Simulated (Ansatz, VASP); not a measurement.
**RbCl in VASP and in Ansatz**

```xyz
2
Lattice="0.0000 3.3706 3.3706 3.3706 0.0000 3.3706 3.3706 3.3706 0.0000" Properties=species:S:1:pos:R:3 pbc="T T T"
Rb    0.0000    0.0000    0.0000
Cl    3.3706    3.3706    3.3706
```

Alike in both runs: task single point; functional r2SCAN; k mesh 6 × 6 × 6; no spin polarisation.

|  | VASP | Ansatz |
| --- | --- | --- |
| version | VASP 6.6.1 | Ansatz 0.2.0 |
| potentials or method | VASP PAW PBE potentials, release 64 (Rb_sv, Cl) | plane waves, PAW |
| plane-wave cutoff (eV) | 550 | 500 |
| occupations | gaussian, width 0.01 eV | fixed |
| valence electrons in the cell | 16 | 16 |

|  | VASP | Ansatz | Ansatz less VASP |
| --- | --- | --- | --- |
| gap on the k mesh at the Fermi level (eV) | 5.38 | 5.38 | -0.001 |
| pressure (GPa) | -0.8 | -0.8 | 0.00 |

VASP's potentials were made for PBE, not for r2SCAN.
